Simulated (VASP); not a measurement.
# SnO2 (Pnnm) in VASP: notebook, part 3 of 3

VASP 6.6.1. The steps go on from the part before.

### 5 Single point, PBEsol (biaxial strain in the a-b plane: +2.0 %)

INCAR

```
SYSTEM = SnO2
  PREC = Accurate
  ENCUT = 520
  EDIFF = 1E-6
  ISMEAR = 0
  SIGMA = 0.02
  LREAL = .FALSE.
  LASPH = .TRUE.
  NELM = 100
  ALGO = Normal
  ISIF = 2
  LWAVE = .FALSE.
  LCHARG = .FALSE.
  GGA = PS
  NBANDS = 35
```

KPOINTS

```
regular mesh
0
G
  6 6 8
  0 0 0
```

POSCAR

```
SnO2
1.0
    4.8640307967      0.0000000000      0.0000000000
    0.0000000000      4.8654671216      0.0000000000
    0.0000000000      0.0000000000      3.1734353916
Sn O
2 4
Direct
    0.5000000000      0.5000000000      0.5000000000
    0.0000000000      0.0000000000      0.0000000000
    0.3062100025      0.3063470845      0.0000000000
    0.8062100025      0.1936529155      0.5000000000
    0.1937899975      0.8063470845      0.5000000000
    0.6937899975      0.6936529155      0.0000000000
```

On the command line:

```bash
$ cat potpaw_PBE.64/Sn_d/POTCAR potpaw_PBE.64/O/POTCAR > POTCAR
$ mpirun -np 1 vasp_std > vasp.out
```

Wall time 96 s (1 thread of Intel Xeon Platinum 8488C (Sapphire Rapids), shared host); peak memory 0.29 GiB.

Results (log left out):

| Property | Result |
| --- | --- |
| Free energy | -39.6268 eV |
| Pressure | -3.4 GPa |
| Largest force | 0.017 eV/Å |
| Band gap on the k mesh | 0.73 eV |

Forces in eV/Å, atoms in the order of the input:
```
Sn   0.000  0.000  0.000
Sn   0.000  0.000  0.000
O    0.012  0.012  0.000
O    0.012 -0.012  0.000
O   -0.012  0.012  0.000
O   -0.012 -0.012  0.000
```

Stress tensor (GPa, compression positive):
```
-5.14  0.00  0.00
 0.00 -5.16  0.00
 0.00  0.00  0.23
```

Levels at points of the mesh, in eV from the valence-band top:
| k point | band 23 | band 24 | band 25 | band 26 | band 27 | band 28 | band 29 | band 30 |
| --- | --- | --- | --- | --- | --- | --- | --- | --- |
| (0.00, 0.00, 0.00) | -1.21 | -0.80 | -0.79 | 0.00 | 0.73 | 5.87 | 6.09 | 6.10 |
| (0.50, 0.00, 0.00) | -1.17 | -1.17 | -0.65 | -0.65 | 3.88 | 3.88 | 6.87 | 6.87 |
| (0.00, 0.50, 0.00) | -1.17 | -1.17 | -0.65 | -0.65 | 3.88 | 3.88 | 6.88 | 6.88 |
| (0.50, 0.50, 0.00) | -1.27 | -1.27 | -0.93 | -0.93 | 4.34 | 4.34 | 7.18 | 7.18 |
| (0.00, 0.00, 0.50) | -1.56 | -1.56 | -1.21 | -1.21 | 5.59 | 5.59 | 9.13 | 9.13 |
| (0.50, 0.00, 0.50) | -1.06 | -1.06 | -0.81 | -0.81 | 5.82 | 5.82 | 7.33 | 7.33 |
| (0.00, 0.50, 0.50) | -1.07 | -1.07 | -0.81 | -0.81 | 5.82 | 5.82 | 7.33 | 7.33 |
| (0.50, 0.50, 0.50) | -0.96 | -0.96 | -0.83 | -0.83 | 4.26 | 4.26 | 8.44 | 8.44 |

Caveat: the cell differs from its parent crystal (biaxial strain in the a-b plane: +2.0 %); the cell stands under tension; the PAW data sets were made with another functional, which shifts forces and pressure a little; spin-orbit coupling is left out, which moves the levels of the heavy elements.

### 6 Single point, PBEsol (biaxial strain in the a-b plane: -6.0 %)

INCAR

```
PREC = Accurate ; ENCUT = 520
EDIFF = 1E-6 ; ISMEAR = 0
SIGMA = 0.02 ; LREAL = F
LASPH = T ; NELM = 100
ALGO = Normal ; ISIF = 2
LWAVE = F ; LCHARG = F
GGA = PS ; NBANDS = 35
```

KPOINTS

```
regular mesh
0
Gamma
  6 6 8
```

POSCAR

```
SnO2
1.0
    4.4825381852      0.0000000000      0.0000000000
    0.0000000000      4.4838618572      0.0000000000
    0.0000000000      0.0000000000      3.3276103904
Sn O
2 4
Direct
    0.5000000000      0.5000000000      0.5000000000
    0.0000000000      0.0000000000      0.0000000000
    0.3076622022      0.3078077967      0.0000000000
    0.8076622022      0.1921922033      0.5000000000
    0.1923377978      0.8078077967      0.5000000000
    0.6923377978      0.6921922033      0.0000000000
```

Potentials or basis: VASP PAW PBE potentials, release 64 (Sn_d, O).

On the command line:

```bash
$ cat potpaw_PBE.64/Sn_d/POTCAR potpaw_PBE.64/O/POTCAR > POTCAR
$ mpirun -np 1 vasp_std > vasp.out
```

Wall time 2.4 min (1 thread of AMD EPYC 9R14 (Zen 4), shared host); peak memory 0.25 GiB.

Results (log left out):

```
Free energy            : -39.0864 eV
Pressure               : 19.3 GPa
Largest force          : 0.194 eV/Å
Band gap on the k mesh : 1.74 eV
```

Forces in eV/Å, atoms in the order of the input:
```
Sn   0.000  0.000  0.000
Sn   0.000  0.000  0.000
O    0.137  0.137  0.000
O    0.137 -0.137  0.000
O   -0.137  0.137  0.000
O   -0.137 -0.137  0.000
```

Stress tensor (GPa, compression positive):
```
25.04  0.00  0.00
 0.00 25.03  0.00
 0.00  0.00  7.83
```

Levels at points of the mesh, in eV from the valence-band top:
```tsv
k point	band 23	band 24	band 25	band 26	band 27	band 28	band 29	band 30
(0.00, 0.00, 0.00)	-1.34	-0.69	-0.69	0.00	1.74	5.72	5.88	5.89
(0.50, 0.00, 0.00)	-1.29	-1.29	-0.57	-0.57	5.02	5.02	6.70	6.70
(0.00, 0.50, 0.00)	-1.29	-1.29	-0.57	-0.57	5.02	5.02	6.70	6.70
(0.50, 0.50, 0.00)	-1.48	-1.48	-0.70	-0.70	5.19	5.19	7.54	7.54
(0.00, 0.00, 0.50)	-1.86	-1.86	-1.28	-1.28	6.79	6.79	9.95	9.95
(0.50, 0.00, 0.50)	-1.08	-1.08	-0.33	-0.33	7.27	7.27	8.87	8.87
(0.00, 0.50, 0.50)	-1.08	-1.08	-0.33	-0.33	7.27	7.27	8.87	8.87
(0.50, 0.50, 0.50)	-0.90	-0.90	-0.68	-0.68	5.64	5.64	9.07	9.07
```

Caveat: the cell differs from its parent crystal (biaxial strain in the a-b plane: -6.0 %); the cell stands under pressure; the PAW data sets were made with another functional, which shifts forces and pressure a little; spin-orbit coupling is left out, which moves the levels of the heavy elements.

### 7 The runs side by side

```csv
cell,gap on the mesh (eV),pressure (GPa),largest force (eV/Å)
"a = 4.673, b = 4.675, c = 3.251 Å, 6 atoms",1.14,5.6,0.04
"a = 4.673, b = 4.675, c = 3.261 Å, 6 atoms",1.10,4.8,0.01
"a = 4.864, b = 4.865, c = 3.170 Å, 6 atoms",0.75,-3.0,0.02
"a = 4.864, b = 4.865, c = 3.173 Å, 6 atoms",0.73,-3.4,0.02
"a = 4.483, b = 4.484, c = 3.328 Å, 6 atoms",1.74,19.3,0.19
```

Alike in all rows: task single point; level PBEsol; potentials or basis VASP PAW PBE potentials, release 64 (Sn_d, O); no spin polarisation; k mesh 6 × 6 × 8; cutoff (eV) 520; smearing gaussian 0.02 eV.

Caveats: the PAW data sets were made with another functional, which shifts forces and pressure a little; spin-orbit coupling is left out, which moves the levels of the heavy elements; the cell stands under pressure (at least some runs); the cell stands under tension (at least some runs).

Absolute energies hang on the potentials; compare differences alone.
